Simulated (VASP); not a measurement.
Wanted: the native input for a VASP 6.6.1 run.

| Quantity | Value |
| --- | --- |
| Task | single point |
| Functional | PBE |
| Potentials or basis | VASP PAW PBE potentials, release 64 (Sn_d, O) |
| Cutoff | 520 eV |
| k mesh | 6 × 6 × 6 |
| Occupations | fermi-dirac, width 0.02 eV |
| Spin | no spin polarisation |
| Dipole correction | no |
| Further INCAR settings | ALGO = Normal; EDIFF = 1e-06; NBANDS = 28 |

The structure of SnO lies in POSCAR:

```
SnO
1.0
    3.6788104198      0.0000000000      0.0000000000
    0.0000000000      3.6788104198      0.0000000000
    0.0000000000      0.0000000000      4.8616843151
Sn O
2 2
Direct
    0.0000000000      0.5000000000      0.2438341314
    0.5000000000      0.0000000000      0.7561658686
    0.5000000000      0.5000000000      0.0000000000
    0.0000000000      0.0000000000      0.0000000000
```

This cell differs from its parent crystal: epitaxial xy strain -3.0%.

These files were run (other wordings do the same):

INCAR

```
SYSTEM = SnO
  ALGO = Normal
  EDIFF = 1E-6
  ENCUT = 520
  GGA = PE
  ISIF = 2
  ISMEAR = -1
  LASPH = .TRUE.
  LCHARG = .FALSE.
  LREAL = .FALSE.
  LWAVE = .FALSE.
  NBANDS = 28
  NELM = 80
  PREC = Accurate
  SIGMA = 0.02
```

KPOINTS

```
k-points
0
G
  6 6 6
  0 0 0
```

Potentials or basis: VASP PAW PBE potentials, release 64 (Sn_d, O).

Launch:

```sh
$ cat potpaw_PBE.64/Sn_d/POTCAR potpaw_PBE.64/O/POTCAR > POTCAR
$ mpirun -np 1 vasp_std > vasp.out
```

Results of the run:

```
Pressure               : 10.2 GPa
Largest force          : 0.638 eV/Å
Band gap on the k mesh : zero (band 20 reaches 8.38 eV, above the bottom of band 21 at 7.80 eV)
```

Caveat: the cell differs from its parent crystal (epitaxial xy strain -3.0%); spin-orbit coupling is left out, which moves the levels of the heavy elements.

Wall time 25 s on 1 thread of Intel(R) Xeon(R) 6975P-C (Granite Rapids), with other jobs on the host, peak memory 0.2 GiB.
